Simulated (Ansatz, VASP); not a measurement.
# TaN: VASP beside Ansatz

```
CELL_PARAMETERS angstrom
2.93620 0.00000 0.00000
-1.46810 2.54282 0.00000
0.00000 0.00000 2.88458
ATOMIC_POSITIONS crystal
Ta 0.00000 0.00000 0.50000
N 0.66667 0.33333 0.00000
```

Alike in both runs: functional r2SCAN; k mesh 18 × 18 × 16; occupations fermi-dirac, width 0.1 eV; no spin polarisation.

Ansatz relaxed the structure, and its values are those at the end. VASP's run is a single point on that final structure, the one shown.

|  | VASP | Ansatz |
| --- | --- | --- |
| version | VASP 6.6.1 | Ansatz 0.2.0 |
| potentials or method | VASP PAW PBE potentials, release 64 (Ta_pv, N) | PAW with Ansatz's default frozen-core files, scalar-relativistic |
| plane-wave cutoff (eV) | 520 | 500 |
| valence electrons in the cell | 16 | 18 |

VASP gave:

```
pressure (GPa) : 1.6
```

Task: Which values does Ansatz return?

Result: Pressure (GPa): 0.0.

VASP's potentials were made for PBE, not for r2SCAN. With one functional, cell and mesh, what is left measures potentials, basis and numerics. VASP's potentials hold 16 valence electrons a cell and Ansatz's 18, so a difference there can come from the potentials and not from the codes.

Neither program's run includes spin-orbit coupling.
